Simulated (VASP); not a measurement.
Write the native input for VASP 6.6.1 that does the following.

```
Task                   : single point
Functional             : LDA
Potentials or basis    : VASP PAW LDA potentials, release 64 (Si, C)
Cutoff                 : 520 eV
k mesh                 : 12 × 12 × 6
Occupations            : gaussian, width 0.05 eV
Spin                   : no spin polarisation
Dipole correction      : no
Further INCAR settings : ALGO = Normal; EDIFF = 1e-06; NBANDS = 16
```

The structure of SiC lies in POSCAR:

```
SiC
1.0
    3.1355698038      0.0000000000      0.0000000000
   -1.5677849019      2.7154831055      0.0000000000
    0.0000000000      0.0000000000      5.1464622868
Si C
2 2
Direct
    0.3333333333      0.6666666667      0.0045712932
    0.6666666667      0.3333333333      0.5045712932
    0.3333333333      0.6666666667      0.3804287068
    0.6666666667      0.3333333333      0.8804287068
```

This cell differs from its parent crystal: volume 10.955 Å^3 an atom, c/a of the conventional cell 1.6413.

These files were run (other wordings do the same):

INCAR

```
SYSTEM = SiC
PREC = Accurate
ENCUT = 520
EDIFF = 1E-6
ISMEAR = 0
SIGMA = 0.05
LREAL = .FALSE.
LASPH = .TRUE.
NELM = 100
ALGO = Normal
ISIF = 2
LWAVE = .FALSE.
LCHARG = .TRUE.
LELF = .TRUE.
LVHAR = .TRUE.
NBANDS = 16
```

KPOINTS

```
regular mesh
0
G
  12 12 6
  0 0 0
```

Potentials or basis: VASP PAW LDA potentials, release 64 (Si, C).

Launch:

```console
$ cat potpaw_LDA.64/Si/POTCAR potpaw_LDA.64/C/POTCAR > POTCAR
$ mpirun -np 1 vasp_std > vasp.out
```

Results of the run:

The pressure is -14.9 GPa and the largest force is 0.009 eV/Å. The band gap on the k mesh is 2.25 eV, indirect (least direct gap 3.76 eV).

Wall time 31 s on 1 thread of Intel(R) Xeon(R) Platinum 8175M CPU @ 2.50GHz (Skylake/Cascade Lake), on a shared host, peak memory 0.17 GiB.
